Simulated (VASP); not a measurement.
Write the native input for VASP 6.6.1 that does the following.

- Task: single point
- Functional: revPBE
- Potentials or basis: VASP PAW PBE potentials, release 64 (Sn_d)
- Cutoff: 520 eV
- k mesh: 9 × 9 × 13
- Occupations: fermi-dirac, width 0.1 eV
- Spin: no spin polarisation
- Dipole correction: no
- Further INCAR settings: ALGO = Normal; EDIFF = 1e-06; NBANDS = 28

The structure of Sn lies in POSCAR:

```
Sn
1.0
    5.4484204785      0.0000000000      0.0000000000
   -2.7242102392      4.7184705449      0.0000000000
    0.0000000000      0.0000000000      3.3243236040
Sn
3
Direct
    0.0000000000      0.0000000000      0.0000000000
    0.3333333333      0.6666666667      0.5000000000
    0.6666666667      0.3333333333      0.5000000000
```

This isn't the form of Sn at room conditions, which is tetragonal (white tin).

The input as run:

INCAR

```
SYSTEM = Sn
ALGO     = Normal         ! electronic algorithm
EDIFF    = 1E-6           ! SCF threshold, eV
ENCUT    = 520            ! plane-wave cutoff, eV
GGA      = RE             ! functional
ISIF     = 2              ! what is computed and relaxed
ISMEAR   = -1             ! smearing method
LASPH    = .True.         ! aspherical terms in the spheres
LCHARG   = .False.        ! write CHGCAR
LREAL    = .False.        ! projectors in reciprocal space
LWAVE    = .False.        ! write WAVECAR
NBANDS   = 28             ! bands
NELM     = 100            ! most SCF steps
PREC     = Accurate       ! precision mode
SIGMA    = 0.1            ! smearing width, eV
```

KPOINTS

```
k-points
0
Gamma
  9 9 13
  0 0 0
```

Potentials or basis: VASP PAW PBE potentials, release 64 (Sn_d).

Run with:

```sh
$ cat potpaw_PBE.64/Sn_d/POTCAR > POTCAR
$ mpirun -np 1 vasp_std > vasp.out
```

It gave:

| Item | Value |
| --- | --- |
| Pressure | -0.1 GPa |
| Band gap on the k mesh | zero (bands 21 and 22 overlap by 4.47 eV) |

Caveat: the PAW data sets were made with another functional, which shifts forces and pressure a little; spin-orbit coupling is left out, which moves the levels of the heavy elements.

It took 2.1 min on 1 thread of AMD EPYC 7R43 64-Core Processor (Zen 3) (shared host), peak memory 0.26 GiB.
